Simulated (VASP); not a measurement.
# AlRu (Pm-3m) in VASP: notebook

The runs below take AlRu through single point, with PBE.

Program: VASP 6.6.1. These are calculated values, not measurements. Logs are shortened: lines on timing, memory, paths and dates and some standing lists are left out, and cuts for length are marked.

## (1) The cell of the first run

Symmetry: Pm-3m, No. 221, cubic system. Conventional cell: a = 2.992 Å, b = 2.992 Å, c = 2.992 Å, α = 90.00°, β = 90.00°, γ = 90.00°. Al (site symmetry m-3m) has 8 Ru at 2.59 Å and 6 Al at 2.99 Å within 3.4 Å. Ru (site symmetry m-3m) has 8 Al at 2.59 Å and 6 Ru at 2.99 Å within 3.4 Å.

## (2) Single point, PBE

Input file INCAR:

```
  ALGO = Normal
  EDIFF = 1E-6
  ENCUT = 520
  GGA = PE
  ISIF = 2
  ISMEAR = -1
  LASPH = T
  LCHARG = T
  LELF = T
  LREAL = F
  LVHAR = T
  LWAVE = F
  NBANDS = 16
  NELM = 100
  PREC = Accurate
  SIGMA = 0.05
```

Input file KPOINTS:

```
k-points
0
Gamma
  12 12 12
```

Input file POSCAR:

```
AlRu
1.0
    2.9916000000      0.0000000000      0.0000000000
    0.0000000000      2.9916000000      0.0000000000
    0.0000000000      0.0000000000      2.9916000000
Al Ru
1 1
Direct
    0.0000000000      0.0000000000      0.0000000000
    0.5000000000      0.5000000000      0.5000000000
```

Potentials or basis: VASP PAW PBE potentials, release 64 (Al, Ru_pv).

Command:

```sh
$ cat potpaw_PBE.64/Al/POTCAR potpaw_PBE.64/Ru_pv/POTCAR > POTCAR
$ mpirun -np 1 vasp_std > vasp.out
```

OUTCAR:

```text
EDIFF = 1E-6
   ENCUT = 520
   GGA = PE
   ISIF = 2
   ISMEAR = -1
   LASPH = T
   LREAL = F
   NELM = 100
   PREC = Accurate

 ion  position               nearest neighbor table
   1  0.000  0.000  0.000-   2 2.59   2 2.59   2 2.59   2 2.59   2 2.59   2 2.59   2 2.59   2 2.59

   2  0.500  0.500  0.500-   1 2.59   1 2.59   1 2.59   1 2.59   1 2.59   1 2.59   1 2.59   1 2.59

  LATTYP: Found a simple cubic cell.
 ALAT       =     2.9916000000

  Lattice vectors:

 A1 = (   2.9916000000,   0.0000000000,   0.0000000000)
 A2 = (   0.0000000000,   2.9916000000,   0.0000000000)
 A3 = (   0.0000000000,   0.0000000000,   2.9916000000)

Analysis of symmetry for initial positions (statically):
=====================================================================
 Subroutine PRICEL returns:
 Original cell was already a primitive cell.

 Routine SETGRP: Setting up the symmetry group for a
 simple cubic supercell.

 Subroutine GETGRP returns: Found 48 space group operations
 (whereof 48 operations were pure point group operations)
 out of a pool of 48 trial point group operations.

The static configuration has the point symmetry O_h .

Analysis of symmetry for dynamics (positions and initial velocities):
=====================================================================
 Subroutine PRICEL returns:
 Original cell was already a primitive cell.

 Routine SETGRP: Setting up the symmetry group for a
 simple cubic supercell.

 Subroutine GETGRP returns: Found 48 space group operations
 (whereof 48 operations were pure point group operations)
 out of a pool of 48 trial point group operations.

The dynamic configuration has the point symmetry O_h .

 Subroutine INISYM returns: Found 48 space group operations
 (whereof 48 operations are pure point group operations),
 and found     1 'primitive' translations

----------------------------------------------------------------------------------------

                                     Primitive cell

  volume of cell :      26.7738

  direct lattice vectors                    reciprocal lattice vectors
     2.991600000  0.000000000  0.000000000     0.334269287  0.000000000  0.000000000
     0.000000000  2.991600000  0.000000000     0.000000000  0.334269287  0.000000000
     0.000000000  0.000000000  2.991600000     0.000000000  0.000000000  0.334269287

  length of vectors
     2.991600000  2.991600000  2.991600000     0.334269287  0.334269287  0.334269287

  position of ions in fractional coordinates (direct lattice)
     0.000000000  0.000000000  0.000000000
     0.500000000  0.500000000  0.500000000

  ion indices of the primitive-cell ions
   primitive index   ion index
                 1           1
                 2           2

----------------------------------------------------------------------------------------

 KPOINTS: k-points

Automatic generation of k-mesh.
 Grid dimensions read from file:
 generate k-points for:   12   12   12

 Generating k-lattice:

  Cartesian coordinates                     Fractional coordinates (reciprocal lattice)
     0.027855774  0.000000000  0.000000000     0.083333333  0.000000000  0.000000000
     0.000000000  0.027855774  0.000000000     0.000000000  0.083333333  0.000000000
     0.000000000  0.000000000  0.027855774     0.000000000  0.000000000  0.083333333

  Length of vectors
     0.027855774  0.027855774  0.027855774

  Shift w.r.t. Gamma in fractional coordinates (k-lattice)
     0.000000000  0.000000000  0.000000000

 Subroutine IBZKPT returns following result:
 ===========================================

 Found     84 irreducible k-points:

 Following reciprocal coordinates:
            Coordinates               Weight
  0.000000  0.000000  0.000000      1.000000
  0.083333  0.000000  0.000000      6.000000
  0.166667  0.000000  0.000000      6.000000
  0.250000  0.000000  0.000000      6.000000
  0.333333  0.000000  0.000000      6.000000
  0.416667  0.000000  0.000000      6.000000
[... 16 lines left out ...]
  0.333333  0.333333  0.000000     12.000000
  0.416667  0.333333  0.000000     24.000000
 [... further k-points ...]
   k-points           NKPTS =     84   k-points in BZ     NKDIM =     84   number of bands    NBANDS=     16
   number of dos      NEDOS =    301   number of ions     NIONS =      2
   total plane-waves  NPLWV =  13824
   dimension x,y,z NGX =    24 NGY =   24 NGZ =   24
   dimension x,y,z NGXF=    48 NGYF=   48 NGZF=   48
   ions per type =               1   1
   NGX,Y,Z   is equivalent  to a cutoff of  13.34, 13.34, 13.34 a.u.
   NGXF,Y,Z  is equivalent  to a cutoff of  26.67, 26.67, 26.67 a.u.
 SYSTEM =  unknown system
   PREC   = accura    normal or accurate (medium, high low for compatibility)
   ISTART =      0    job   : 0-new  1-cont  2-samecut
   ICHARG =      2    charge: 1-file 2-atom 10-const
   ISPIN  =      1    spin polarized calculation?
   LNONCOLLINEAR =      F non collinear calculations
   LSORBIT =      F    spin-orbit coupling
   LASPH  =      T    aspherical Exc in radial PAW
   ENCUT  =  520.0 eV  38.22 Ry    6.18 a.u.   5.56  5.56  5.56*2*pi/ulx,y,z
   NELM   =    100;   NELMIN=  2; NELMDL= -5     # of ELM steps
   EDIFF  = 0.1E-05   stopping-criterion for ELM
   LREAL  =      F    real-space projection
   EDIFFG = 0.1E-04   stopping-criterion for IOM
   NSW    =      0    number of steps for IOM
   IBRION =     -1    ionic relax: 0-MD 1-quasi-New 2-CG
   NFREE  =      0    steps in history (QN), initial steepest desc. (CG)
   ISIF   =      2    stress and relaxation
   ISYM   =      2    0-nonsym 1-usesym 2-fastsym
   POTIM  = 0.5000    time-step for ionic-motion
   TEBEG  =    0.0;   TEEND  =   0.0 temperature during run
   PSTRESS=    0.0 pullay stress
   NELECT =      17.0000    total number of electrons
   NUPDOWN=      -1.0000    fix difference up-down
   EMIN   =  10.00;   EMAX   =-10.00  energy-range for DOS
   EFERMI =   0.00;   METHOD = LEGACY
   ISMEAR =    -1;   SIGMA  =   0.05  broadening in eV -4-tet -1-fermi 0-gaus
   EFERMI_NEDOS =   21; number of points for ismear=-14 and -15
   IALGO  =     38    algorithm
   IMIX   =      4    mixing-type and parameters
     AMIX     =   0.40;   BMIX     =  1.00
     AMIX_MAG =   1.60;   BMIX_MAG =  1.00
  volume/ion in A,a.u.               =      13.39        90.34
  Fermi-wavevector in a.u.,A,eV,Ry     =   1.407087  2.659009 26.938090  1.979894
  Thomas-Fermi vector in A             =   2.529382
   LORBIT       =      0    0 simple, 1 ext, 2 COOP (PROOUT), +10 PAW based schemes
   GGA     = PE    functional components
   LHFCALC =     F    Hartree Fock is set to
   AEXX    =    0.0000 exact exchange contribution
   IVDW    =     0    specifies the selected vdW correction
   LEPSILON=     F    determine dielectric tensor
   LRPA    =     F    only Hartree local field effects (RPA)
 non-spin polarized calculation
  energy-cutoff  :      520.00
  volume of cell :       26.77
 maximum number of plane-waves:       739
 NGX is ok and might be reduce to    24
   NGX = 11   NGY = 11   NGZ = 11

 number of electron      16.9999995 magnetization

 Free energy of the ion-electron system (eV)
  ---------------------------------------------------
  ext. energy  EPLUGINS =         0.00000000
  ---------------------------------------------------
  free energy    TOTEN  =       -14.26871511 eV

  energy without entropy =      -14.25681449  energy(sigma->0) =      -14.26276480

 E-fermi :  10.7051     XC(G=0): -12.5666

 val. band max:       10.6984334012   @ k =   0.4167   0.3333   0.1667
 cond. band min:      10.7178956610   @ k =   0.2500   0.0833   0.0833
 fundamental gap:      0.0194622598
 Fermi energy:        10.7051499738

 k-point     1 :       0.0000    0.0000    0.0000
  band No.  band energies     occupation
      1     -31.0542      2.00000
      2     -31.0542      2.00000
      3     -31.0542      2.00000
      4       1.0419      2.00000
      5       7.1515      2.00000
      6       7.1515      2.00000
[... 8 lines left out ...]
     15      22.8294      0.00000
     16      25.8250      0.00000

 k-point     2 :       0.0833    0.0000    0.0000
  band No.  band energies     occupation
      1     -31.0684      2.00000
      2     -31.0530      2.00000
      3     -31.0530      2.00000
      4       1.1753      2.00000
      5       7.1971      2.00000
      6       7.1983      2.00000
[... 8 lines left out ...]
     15      22.8298      0.00000
     16      26.2478      0.00000

 k-point     3 :       0.1667    0.0000    0.0000
  band No.  band energies     occupation
      1     -31.1070      2.00000
      2     -31.0497      2.00000
      3     -31.0497      2.00000
      4       1.5671      2.00000
      5       7.2813      2.00000
      6       7.3304      2.00000
[... 8 lines left out ...]
     15      22.9831      0.00000
     16      27.5782      0.00000

 k-point     4 :       0.2500    0.0000    0.0000
  band No.  band energies     occupation
      1     -31.1593      2.00000
      2     -31.0452      2.00000
      3     -31.0452      2.00000
      4       2.1938      2.00000
      5       7.2408      2.00000
      6       7.5219      2.00000
[... 8 lines left out ...]
     15      23.5150      0.00000
     16      27.1912      0.00000

 k-point     5 :       0.3333    0.0000    0.0000
  band No.  band energies     occupation
      1     -31.2114      2.00000
      2     -31.0408      2.00000
      3     -31.0408      2.00000
      4       3.0181      2.00000
      5       6.8581      2.00000
      6       7.7282      2.00000
[... 8 lines left out ...]
     15      23.8315      0.00000
     16      25.6704      0.00000

 k-point     6 :       0.4167    0.0000    0.0000
  band No.  band energies     occupation
      1     -31.2492      2.00000
      2     -31.0375      2.00000
      3     -31.0375      2.00000
      4       3.9873      2.00000
      5       6.0820      2.00000
      6       7.8904      2.00000
[... 8 lines left out ...]
     15      23.9819      0.00000
     16      24.2726      0.00000

 k-point     7 :       0.5000    0.0000    0.0000
  band No.  band energies     occupation
      1     -31.2630      2.00000
      2     -31.0363      2.00000
      3     -31.0363      2.00000
      4       4.8805      2.00000
      5       5.2301      2.00000
      6       7.9526      2.00000
[... 8 lines left out ...]
     15      23.4505      0.00000
     16      23.4505      0.00000

 k-point     8 :       0.0833    0.0833    0.0000
  band No.  band energies     occupation
      1     -31.0677      2.00000
      2     -31.0665      2.00000
      3     -31.0518      2.00000
      4       1.3073      2.00000
      5       7.2414      2.00000
      6       7.2495      2.00000
[... 8 lines left out ...]
     15      22.8299      0.00000
     16      26.6174      0.00000

 k-point     9 :       0.1667    0.0833    0.0000
  band No.  band energies     occupation
      1     -31.1056      2.00000
      2     -31.0637      2.00000
      3     -31.0485      2.00000
      4       1.6947      2.00000
      5       7.3333      2.00000
      6       7.3812      2.00000
[... 8 lines left out ...]
     15      23.2473      0.00000
     16      27.7557      0.00000
[... 172 lines left out ...]
 k-point    19 :       0.2500    0.2500    0.0000
  band No.  band energies     occupation
      1     -31.1507      2.00000
      2     -31.1458      2.00000
      3     -31.0363      2.00000
      4       3.1962      2.00000
      5       7.2993      2.00000
      6       7.9938      2.00000
[... 8 lines left out ...]
     15      24.4861      0.00000
     16      26.1879      0.00000

 k-point    20 :       0.3333    0.2500    0.0000
  band No.  band energies     occupation
      1     -31.1993      2.00000
      2     -31.1426      2.00000
      3     -31.0318      2.00000
      4       3.8640      2.00000
      5       6.9486      2.00000
      6       8.2426      2.00000
[... 8 lines left out ...]
     15      23.4374      0.00000
     16      25.3670      0.00000

 k-point    21 :       0.4167    0.2500    0.0000
  band No.  band energies     occupation
      1     -31.2363      2.00000
      2     -31.1386      2.00000
      3     -31.0285      2.00000
      4       4.5637      2.00000
      5       6.4234      2.00000
      6       8.4557      2.00000
[... 8 lines left out ...]
     15      22.8310      0.00000
     16      24.6959      0.00000

 k-point    22 :       0.5000    0.2500    0.0000
  band No.  band energies     occupation
      1     -31.2498      2.00000
      2     -31.1371      2.00000
      3     -31.0273      2.00000
      4       4.9811      2.00000
      5       6.0658      2.00000
      6       8.5588      2.00000
[... 8 lines left out ...]
     15      22.8309      0.00000
     16      24.4082      0.00000

 k-point    23 :       0.3333    0.3333    0.0000
  band No.  band energies     occupation
      1     -31.1949      2.00000
      2     -31.1913      2.00000
      3     -31.0273      2.00000
      4       4.3323      2.00000
      5       6.8729      2.00000
      6       8.5587      2.00000
[... 8 lines left out ...]
     15      23.2616      0.00000
     16      25.5475      0.00000

 k-point    24 :       0.4167    0.3333    0.0000
  band No.  band energies     occupation
      1     -31.2298      2.00000
      2     -31.1886      2.00000
      3     -31.0239      2.00000
      4       4.6965      2.00000
      5       6.8030      2.00000
      6       8.8075      2.00000
[... 8 lines left out ...]
     15      23.0895      0.00000
     16      25.9073      0.00000

 [... further k-points ...]
[... 5 lines left out ...]
  --------------------------------------------------------------------------------------
  -------------------------------------------------------------------------------------
  Total        0.4092477      0.4092477      0.4092477     -0.0000000      0.0000000     -0.0000000
  in kB       24.4898548     24.4898548     24.4898548     -0.0000000      0.0000000     -0.0000000
  external PRESSURE =      24.4898548 kB  Pullay stress =       0.0000000 kB

 VOLUME and BASIS-vectors are now :
 -----------------------------------------------------------------------------
  energy-cutoff  :      520.00
  volume of cell :       26.77
      direct lattice vectors                 reciprocal lattice vectors
     2.991600000  0.000000000  0.000000000     0.334269287  0.000000000  0.000000000
     0.000000000  2.991600000  0.000000000     0.000000000  0.334269287  0.000000000
     0.000000000  0.000000000  2.991600000     0.000000000  0.000000000  0.334269287

 POSITION                                       TOTAL-FORCE (eV/Angst)
 -----------------------------------------------------------------------------------
      0.00000      0.00000      0.00000         0.000000      0.000000      0.000000
      1.49580      1.49580      1.49580         0.000000      0.000000      0.000000
 -----------------------------------------------------------------------------------
    total drift:                                0.000000     -0.000000     -0.000000

  FREE ENERGIE OF THE ION-ELECTRON SYSTEM (eV)
  ---------------------------------------------------
  free  energy   TOTEN  =       -14.2687151069 eV

  energy  without entropy=      -14.2568144886  energy(sigma->0) =      -14.26276480
```

Wall time 44 s (1 thread of AMD EPYC 7R43 (Zen 3), shared host); peak memory 0.13 GiB.

What came out:

* Free energy: -14.2687 eV
* Pressure: 2.4 GPa
* Band gap on the k mesh: zero (an odd number of electrons rules out a gap without spin polarisation)

## (3) Single point, PBE, non-collinear spin, zero start, spin-orbit coupling

Input file INCAR:

```
PREC = Accurate
ENCUT = 520
EDIFF = 1E-7
ISMEAR = -1
SIGMA = 0.05
LREAL = F
LASPH = T
NELM = 150
ALGO = Normal
ISIF = 2
LWAVE = F
LCHARG = F
LNONCOLLINEAR = T
MAGMOM = 0 0 0 0 0 0
LORBIT = 11
LSORBIT = T
GGA_COMPAT = F
LORBMOM = T
LMAXMIX = 4
GGA = PE
NBANDS = 29
```

Input file KPOINTS:

```
regular mesh
0
Gamma
  12 12 12
```

POSCAR is that of step 2.

Potentials or basis: VASP PAW PBE potentials, release 64 (Al, Ru_pv).

Command:

```sh
$ cat potpaw_PBE.64/Al/POTCAR potpaw_PBE.64/Ru_pv/POTCAR > POTCAR
$ mpirun -np 1 vasp_ncl > vasp.out
```

Wall time 4 min (1 thread of AMD EPYC 7R43 (Zen 3), shared host); peak memory 0.22 GiB.

Results (log left out):

```
Free energy                                           : -14.4017 eV
Pressure                                              : 2.5 GPa
Net moment                                            : 0.00 μB per cell
Valence electrons inside the program's atomic spheres : Al 0.81; Ru 12.79
```

Moments on the atoms (μB; x, y, z):
```
Al  0.00 0.00 0.00
Ru  0.00 0.00 0.00
```
